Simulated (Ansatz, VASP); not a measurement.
# One calculation of Ga, two programs

Contents of INCAR:

```
PREC = Accurate ; ENCUT = 520
EDIFF = 1E-7 ; ISMEAR = -1
SIGMA = 0.05 ; LREAL = F
LASPH = T ; NELM = 60
ALGO = Normal ; ISIF = 2
LWAVE = F ; LCHARG = F
GGA = PE ; NBANDS = 34
```

File KPOINTS:

```
regular mesh
0
Gamma
  9 9 8
```

POSCAR

```
Ga
1.0
    2.2553500000     -3.8224000000      0.0000000000
    2.2553500000      3.8224000000      0.0000000000
    0.0000000000      0.0000000000      4.6070340000
Ga
4
Direct
    0.1525000000      0.8475000000      0.0785000000
    0.6525000000      0.3475000000      0.4215000000
    0.8475000000      0.1525000000      0.9215000000
    0.3475000000      0.6525000000      0.5785000000
```

Input for Ansatz:

```yaml
crystal:
  lattice:
    - [2.25535, -3.8224, 0.0]
    - [2.25535, 3.8224, 0.0]
    - [0.0, 0.0, 4.607034]
  atoms:
    - { symbol: Ga, position: [0.1525, 0.8475, 0.0785] }
    - { symbol: Ga, position: [0.6525, 0.3475, 0.4215] }
    - { symbol: Ga, position: [0.8475, 0.1525, 0.9215] }
    - { symbol: Ga, position: [0.3475, 0.6525, 0.5785] }
kpoints:
  mp_grid: { grid: [9, 9, 8] }
  band_path:
    path:
      - [0.0, 0.0, 0.0]
      - [-0.5, 0.5, 0.0]
      - [-0.337035342, 0.662964658, 0.0]
      - [0.337035342, 0.337035342, 0.0]
      - [0.0, 0.0, 0.0]
      - [0.0, 0.0, 0.5]
      - [0.337035342, 0.337035342, 0.5]
      - [-0.337035342, 0.662964658, 0.5]
      - [-0.5, 0.5, 0.5]
    npoints: 5
scf:
  occupations: { method: fermi_dirac, width: 0.05 }
hamiltonian:
  xc: pbe
  pseudopotentials: { kind: all_electron, lapw: { basis_error: 0.001 } }
output:
  forces: true
  stress: true
  eigenvalues: true
```

Change from the starting cell: zz strain of +2 %.

Alike in both runs: task single point; functional PBE; k mesh 9 × 9 × 8; occupations fermi-dirac, width 0.05 eV; no spin polarisation.

```csv
,VASP,Ansatz
version,VASP 6.6.1,Ansatz 0.2.0
potentials or method,"VASP PAW PBE potentials, release 64 (Ga_d), cutoff 520 eV","all-electron LAPW, scalar-relativistic"
```

VASP gave:

| Property | Result |
| --- | --- |
| pressure (GPa) | 1.3 |
| traceless stress, the component that is largest in VASP (GPa) | 2.37 |
| rms of the force components (eV/Å) | 0.282 |

Which values does Ansatz return?

Pressure (GPa): 1.2; traceless stress, the component that is largest in VASP (GPa): 2.34; rms of the force components (eV/Å): 0.282.

Atom by atom the forces differ by 0.001 eV/Å (rms over components). Ansatz ran all-electron here, and VASP with PAW potentials.
